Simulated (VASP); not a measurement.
Runs of VASP 6.6.1 on Mg3CdS2. The structure is that of space group P-6m2 (No. 187), or close to it. The cells are those of the table. 

```tsv
task	cell	k mesh	cutoff (eV)	gap on the mesh (eV)	pressure (GPa)	relaxed volume (Å³/atom)	largest force (eV/Å)
single point	a = 4.641, b = 4.641, c = 7.225 Å, angles 90.0, 90.0, 120.0°, 6 atoms	6 × 6 × 4	520	none	0.0	-	0.01
relaxation of cell and atoms	relaxed from a = 4.641, b = 4.641, c = 7.225 Å, angles 90.0, 90.0, 120.0°, 6 atoms	12 × 12 × 6	600	none	0.0	22.62	-
relaxation of cell and atoms	relaxed from a = 4.163, b = 4.163, c = 7.781 Å, angles 90.0, 90.0, 120.0°, 6 atoms	6 × 6 × 2	600	none	0.1	22.33	-
single point	a = 4.632, b = 4.632, c = 7.213 Å, angles 90.0, 90.0, 120.0°, 6 atoms	6 × 6 × 2	520	none	0.2	-	(b)
single point	a = 4.163, b = 4.163, c = 7.781 Å, angles 90.0, 90.0, 120.0°, 6 atoms	6 × 6 × 2	520	none	12.1	-	(a)
relaxation of cell and atoms	relaxed from a = 4.632, b = 4.632, c = 7.213 Å, angles 90.0, 90.0, 120.0°, 6 atoms	6 × 6 × 4	600	none	-0.1	22.46	0.03
single point	a = 4.629, b = 4.629, c = 7.326 Å, angles 90.0, 90.0, 120.0°, 6 atoms	12 × 12 × 6	520	none	-0.1	-	0.01
```

Alike in all rows: level PBE; potentials or basis VASP PAW PBE potentials, release 64 (Mg, Cd, S); no spin polarisation; smearing gaussian 0.1 eV.

**Question.** Fill in the values left out.

**Answer.** (a) 0.78; (b) 0.02.

Caveats: some runs use coarse meshes.

A k mesh can miss the band edges, and the runs leave out spin-orbit coupling on Cd.

A gap of «none» marks levels without a gap at the run's occupations.
